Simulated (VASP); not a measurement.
# RbBr (Pmm2) in VASP: notebook

RbBr is run at these levels: PBEsol; tasks: single point.

Program: VASP 6.6.1. These are calculated values, not measurements. Logs are shortened: lines on timing, memory, paths and dates and some standing lists are left out, and cuts for length are marked.

## Step 1: The cell of the first run

Symmetry: Pmm2, No. 25, orthorhombic system. The conventional cell has a = 4.070 Å, b = 4.179 Å, c = 4.179 Å, α = 90.00°, β = 90.00°, γ = 90.00°. Rb (site symmetry mm2) has 8 Br at 3.40 to 3.80 Å and 6 Rb at 4.07 to 4.18 Å within 4.5 Å. Br (site symmetry mm2) has 8 Rb at 3.40 to 3.80 Å and 6 Br at 4.07 to 4.18 Å within 4.5 Å.

## Step 2: Single point, PBEsol

INCAR reads:

```
SYSTEM = RbBr
PREC = Accurate
ENCUT = 520
EDIFF = 1E-6
ISMEAR = 0
SIGMA = 0.05
LREAL = .FALSE.
LASPH = .TRUE.
NELM = 60
ALGO = Normal
ISIF = 2
LWAVE = .FALSE.
LCHARG = .TRUE.
GGA = PS
LELF = .TRUE.
LVHAR = .TRUE.
NBANDS = 15
```

KPOINTS reads:

```
regular mesh
0
G
  6 6 6
  0 0 0
```

POSCAR reads:

```
RbBr
1.0
    4.1788423624      0.0000000000      0.0000000000
    0.0000000000      4.1788423624      0.0000000000
    0.0000000000      0.0000000000      4.0701688540
Rb Br
1 1
Direct
   -0.0396914813      0.0000000000      0.0000000000
    0.5424552411      0.5000000000      0.5000000000
```

Potentials or basis: VASP PAW PBE potentials, release 64 (Rb_sv, Br).

Command:

```
$ cat potpaw_PBE.64/Rb_sv/POTCAR potpaw_PBE.64/Br/POTCAR > POTCAR
$ mpirun -np 1 vasp_std > vasp.out
```

OUTCAR:

```text
SYSTEM = RbBr
   PREC = Accurate
   ENCUT = 520
   EDIFF = 1E-6
   ISMEAR = 0
   LREAL = .FALSE.
   LASPH = .TRUE.
   NELM = 60
   ISIF = 2
   GGA = PS

 ion  position               nearest neighbor table
   1  0.960  0.000  0.000-   2 3.40   2 3.40   2 3.40   2 3.40   2 3.80   2 3.80   2 3.80   2 3.80

   2  0.542  0.500  0.500-   1 3.40   1 3.40   1 3.40   1 3.40   1 3.80   1 3.80   1 3.80   1 3.80

  LATTYP: Found a simple tetragonal cell.
 ALAT       =     4.1788423624
 C/A-ratio  =     0.9739943508

  Lattice vectors:

 A1 = (   4.1788423624,   0.0000000000,   0.0000000000)
 A2 = (   0.0000000000,   4.1788423624,   0.0000000000)
 A3 = (   0.0000000000,   0.0000000000,   4.0701688540)

Analysis of symmetry for initial positions (statically):
=====================================================================
 Subroutine PRICEL returns:
 Original cell was already a primitive cell.

 Routine SETGRP: Setting up the symmetry group for a
 simple tetragonal supercell.

 Subroutine GETGRP returns: Found  4 space group operations
 (whereof  4 operations were pure point group operations)
 out of a pool of 16 trial point group operations.

The static configuration has the point symmetry C_2v.

Analysis of symmetry for dynamics (positions and initial velocities):
=====================================================================
 Subroutine PRICEL returns:
 Original cell was already a primitive cell.

 Routine SETGRP: Setting up the symmetry group for a
 simple tetragonal supercell.

 Subroutine GETGRP returns: Found  4 space group operations
 (whereof  4 operations were pure point group operations)
 out of a pool of 16 trial point group operations.

The dynamic configuration has the point symmetry C_2v.

 Subroutine INISYM returns: Found  4 space group operations
 (whereof  4 operations are pure point group operations),
 and found     1 'primitive' translations

----------------------------------------------------------------------------------------

                                     Primitive cell

  volume of cell :      71.0762

  direct lattice vectors                    reciprocal lattice vectors
     4.178842362  0.000000000  0.000000000     0.239300723  0.000000000  0.000000000
     0.000000000  4.178842362  0.000000000     0.000000000  0.239300723  0.000000000
     0.000000000  0.000000000  4.070168854     0.000000000  0.000000000  0.245690053

  length of vectors
     4.178842362  4.178842362  4.070168854     0.239300723  0.239300723  0.245690053

  position of ions in fractional coordinates (direct lattice)
     0.960308519  0.000000000  0.000000000
     0.542455241  0.500000000  0.500000000

  ion indices of the primitive-cell ions
   primitive index   ion index
                 1           1
                 2           2

----------------------------------------------------------------------------------------

 KPOINTS: regular mesh

Automatic generation of k-mesh.
 Grid dimensions read from file:
 generate k-points for:    6    6    6

 Generating k-lattice:

  Cartesian coordinates                     Fractional coordinates (reciprocal lattice)
     0.039883454  0.000000000  0.000000000     0.166666667  0.000000000  0.000000000
     0.000000000  0.039883454  0.000000000     0.000000000  0.166666667  0.000000000
     0.000000000  0.000000000  0.040948342     0.000000000  0.000000000  0.166666667

  Length of vectors
     0.039883454  0.039883454  0.040948342

  Shift w.r.t. Gamma in fractional coordinates (k-lattice)
     0.000000000  0.000000000  0.000000000

 Subroutine IBZKPT returns following result:
 ===========================================

 Found     64 irreducible k-points:

 Following reciprocal coordinates:
            Coordinates               Weight
  0.000000  0.000000  0.000000      1.000000
  0.166667  0.000000  0.000000      2.000000
  0.000000  0.166667  0.000000      2.000000
  0.333333  0.000000  0.000000      2.000000
  0.000000  0.333333  0.000000      2.000000
  0.500000  0.000000  0.000000      1.000000
[... 16 lines left out ...]
  0.000000  0.500000  0.166667      2.000000
  0.166667  0.166667  0.166667      8.000000
 [... further k-points ...]
   k-points           NKPTS =     64   k-points in BZ     NKDIM =     64   number of bands    NBANDS=     15
   number of dos      NEDOS =    301   number of ions     NIONS =      2
   total plane-waves  NPLWV =  30720
   dimension x,y,z NGX =    32 NGY =   32 NGZ =   30
   dimension x,y,z NGXF=    64 NGYF=   64 NGZF=   60
   ions per type =               1   1
   NGX,Y,Z   is equivalent  to a cutoff of  12.73, 12.73, 12.25 a.u.
   NGXF,Y,Z  is equivalent  to a cutoff of  25.46, 25.46, 24.51 a.u.
 SYSTEM =  RbBr
   PREC   = accura    normal or accurate (medium, high low for compatibility)
   ISTART =      0    job   : 0-new  1-cont  2-samecut
   ICHARG =      2    charge: 1-file 2-atom 10-const
   ISPIN  =      1    spin polarized calculation?
   LNONCOLLINEAR =      F non collinear calculations
   LSORBIT =      F    spin-orbit coupling
   LASPH  =      T    aspherical Exc in radial PAW
   ENCUT  =  520.0 eV  38.22 Ry    6.18 a.u.   7.77  7.77  7.57*2*pi/ulx,y,z
   NELM   =     60;   NELMIN=  2; NELMDL= -5     # of ELM steps
   EDIFF  = 0.1E-05   stopping-criterion for ELM
   LREAL  =      F    real-space projection
   EDIFFG = 0.1E-04   stopping-criterion for IOM
   NSW    =      0    number of steps for IOM
   IBRION =     -1    ionic relax: 0-MD 1-quasi-New 2-CG
   NFREE  =      0    steps in history (QN), initial steepest desc. (CG)
   ISIF   =      2    stress and relaxation
   ISYM   =      2    0-nonsym 1-usesym 2-fastsym
   POTIM  = 0.5000    time-step for ionic-motion
   TEBEG  =    0.0;   TEEND  =   0.0 temperature during run
   PSTRESS=    0.0 pullay stress
   NELECT =      16.0000    total number of electrons
   NUPDOWN=      -1.0000    fix difference up-down
   EMIN   =  10.00;   EMAX   =-10.00  energy-range for DOS
   EFERMI =   0.00;   METHOD = LEGACY
   ISMEAR =     0;   SIGMA  =   0.05  broadening in eV -4-tet -1-fermi 0-gaus
   EFERMI_NEDOS =   21; number of points for ismear=-14 and -15
   IALGO  =     38    algorithm
   IMIX   =      4    mixing-type and parameters
     AMIX     =   0.40;   BMIX     =  1.00
     AMIX_MAG =   1.60;   BMIX_MAG =  1.00
  volume/ion in A,a.u.               =      35.54       239.82
  Fermi-wavevector in a.u.,A,eV,Ry     =   0.995879  1.881939 13.493925  0.991776
  Thomas-Fermi vector in A             =   2.127930
   LORBIT       =      0    0 simple, 1 ext, 2 COOP (PROOUT), +10 PAW based schemes
   GGA     = PS    functional components
   LHFCALC =     F    Hartree Fock is set to
   AEXX    =    0.0000 exact exchange contribution
   IVDW    =     0    specifies the selected vdW correction
   LEPSILON=     F    determine dielectric tensor
   LRPA    =     F    only Hartree local field effects (RPA)
 non-spin polarized calculation
 Gauss-broadening in eV      SIGMA  =   0.05
  energy-cutoff  :      520.00
  volume of cell :       71.08
 maximum number of plane-waves:      1940
   NGX = 15   NGY = 15   NGZ = 15

 number of electron      16.0000001 magnetization

 Free energy of the ion-electron system (eV)
  ---------------------------------------------------
  ext. energy  EPLUGINS =         0.00000000
  ---------------------------------------------------
  free energy    TOTEN  =        -6.25359140 eV

  energy without entropy =       -6.25359140  energy(sigma->0) =       -6.25359140

 E-fermi :  -0.6062     XC(G=0):  -8.0454

 val. band max:       -0.8094734583   @ k =   0.5000   0.5000   0.0000
 cond. band min:       3.0480602340   @ k =   0.0000   0.0000   0.0000
 fundamental gap:      3.8575336923
 Fermi energy:        -0.6062418382

 k-point     1 :       0.0000    0.0000    0.0000
  band No.  band energies     occupation
      1     -25.8365      2.00000
      2     -13.4683      2.00000
      3      -9.8456      2.00000
      4      -9.8353      2.00000
      5      -9.8220      2.00000
      6      -1.0821      2.00000
      7      -1.0459      2.00000
      8      -0.9132      2.00000
      9       3.0481      0.00000
     10       4.6383      0.00000
     11       4.8820      0.00000
     12       9.0222      0.00000
     13       9.0443      0.00000
     14       9.2484      0.00000
     15      10.9879      0.00000

 k-point     2 :       0.1667    0.0000    0.0000
  band No.  band energies     occupation
      1     -25.8319      2.00000
      2     -13.4660      2.00000
      3      -9.8709      2.00000
      4      -9.8345      2.00000
      5      -9.8118      2.00000
      6      -1.5442      2.00000
      7      -1.0646      2.00000
      8      -0.9262      2.00000
      9       3.6871      0.00000
     10       4.8416      0.00000
     11       5.4349      0.00000
     12       8.8649      0.00000
     13       9.0659      0.00000
     14       9.1803      0.00000
     15      10.4853      0.00000

 k-point     3 :       0.0000    0.1667    0.0000
  band No.  band energies     occupation
      1     -25.8318      2.00000
      2     -13.4703      2.00000
      3      -9.8817      2.00000
      4      -9.8182      2.00000
      5      -9.8107      2.00000
      6      -1.5272      2.00000
      7      -1.0754      2.00000
      8      -0.9365      2.00000
      9       3.7001      0.00000
     10       4.9956      0.00000
     11       5.2047      0.00000
     12       8.8884      0.00000
     13       8.9088      0.00000
     14       9.4140      0.00000
     15       9.9695      0.00000
[... 343 lines left out ...]
 k-point    23 :       0.0000    0.5000    0.1667
  band No.  band energies     occupation
      1     -25.8121      2.00000
      2     -13.4308      2.00000
      3      -9.9749      2.00000
      4      -9.8864      2.00000
      5      -9.8006      2.00000
      6      -2.3781      2.00000
      7      -1.2871      2.00000
      8      -1.0168      2.00000
      9       5.5998      0.00000
     10       5.8090      0.00000
     11       6.7475      0.00000
     12       8.0051      0.00000
     13       8.6036      0.00000
     14       8.6110      0.00000
     15       9.7999      0.00000

 k-point    24 :       0.1667    0.1667    0.1667
  band No.  band energies     occupation
      1     -25.8214      2.00000
      2     -13.4375      2.00000
      3      -9.9061      2.00000
      4      -9.9038      2.00000
      5      -9.8066      2.00000
      6      -1.5920      2.00000
      7      -1.3369      2.00000
      8      -1.2809      2.00000
      9       4.6362      0.00000
     10       5.7284      0.00000
     11       5.8228      0.00000
     12       8.0068      0.00000
     13       8.1811      0.00000
     14       8.9302      0.00000
     15      10.9779      0.00000

 [... further k-points ...]
[... 5 lines left out ...]
  --------------------------------------------------------------------------------------
  -------------------------------------------------------------------------------------
  Total       -0.2281625     -0.1573771      0.1651346      0.0000000      0.0000000      0.0000000
  in kB       -5.1431645     -3.5475432      3.7224105      0.0000000      0.0000000      0.0000000
  external PRESSURE =      -1.6560991 kB  Pullay stress =       0.0000000 kB

 VOLUME and BASIS-vectors are now :
 -----------------------------------------------------------------------------
  energy-cutoff  :      520.00
  volume of cell :       71.08
      direct lattice vectors                 reciprocal lattice vectors
     4.178842362  0.000000000  0.000000000     0.239300723  0.000000000  0.000000000
     0.000000000  4.178842362  0.000000000     0.000000000  0.239300723  0.000000000
     0.000000000  0.000000000  4.070168854     0.000000000  0.000000000  0.245690053

 POSITION                                       TOTAL-FORCE (eV/Angst)
 -----------------------------------------------------------------------------------
      4.01298      0.00000      0.00000         0.220006      0.000000      0.000000
      2.26683      2.08942      2.03508        -0.220006      0.000000      0.000000
 -----------------------------------------------------------------------------------
    total drift:                                0.000185      0.000000     -0.000001

  FREE ENERGIE OF THE ION-ELECTRON SYSTEM (eV)
  ---------------------------------------------------
  free  energy   TOTEN  =        -6.2535913988 eV

  energy  without entropy=       -6.2535913988  energy(sigma->0) =       -6.25359140
```

Wall time 19 s (1 thread of Intel Xeon 6975P-C (Granite Rapids), shared host); peak memory 0.22 GiB.

What came out:

```
Free energy            : -6.2536 eV
Pressure               : -0.2 GPa
Largest force          : 0.220 eV/Å
Band gap on the k mesh : 3.86 eV, indirect (least direct gap 3.96 eV)
```

Forces in eV/Å, atoms in the order of the input:
```
Rb   0.220  0.000  0.000
Br  -0.220  0.000  0.000
```

Levels at points of the mesh, in eV from the valence-band top:
| k point | band 6 | band 7 | band 8 | band 9 | band 10 | band 11 |
| --- | --- | --- | --- | --- | --- | --- |
| (0.00, 0.00, 0.00) | -0.27 | -0.24 | -0.10 | 3.86 | 5.45 | 5.69 |
| (0.50, 0.00, 0.00) | -1.74 | -0.31 | -0.16 | 6.59 | 6.89 | 7.50 |
| (0.00, 0.50, 0.00) | -1.74 | -0.26 | -0.20 | 6.65 | 6.74 | 7.31 |
| (0.50, 0.50, 0.00) | -1.10 | -1.07 | 0.00 | 5.16 | 6.20 | 8.07 |
| (0.00, 0.00, 0.50) | -1.75 | -0.33 | -0.23 | 6.70 | 6.79 | 7.50 |
| (0.50, 0.00, 0.50) | -1.14 | -1.04 | -0.12 | 5.23 | 6.01 | 7.85 |
| (0.00, 0.50, 0.50) | -1.11 | -1.04 | -0.08 | 5.24 | 6.18 | 7.80 |
| (0.50, 0.50, 0.50) | -1.36 | -1.33 | -1.31 | 7.69 | 7.73 | 8.08 |

Caveat: the PAW data sets were made with another functional, which shifts forces and pressure a little.

[end of part 1 of 3]
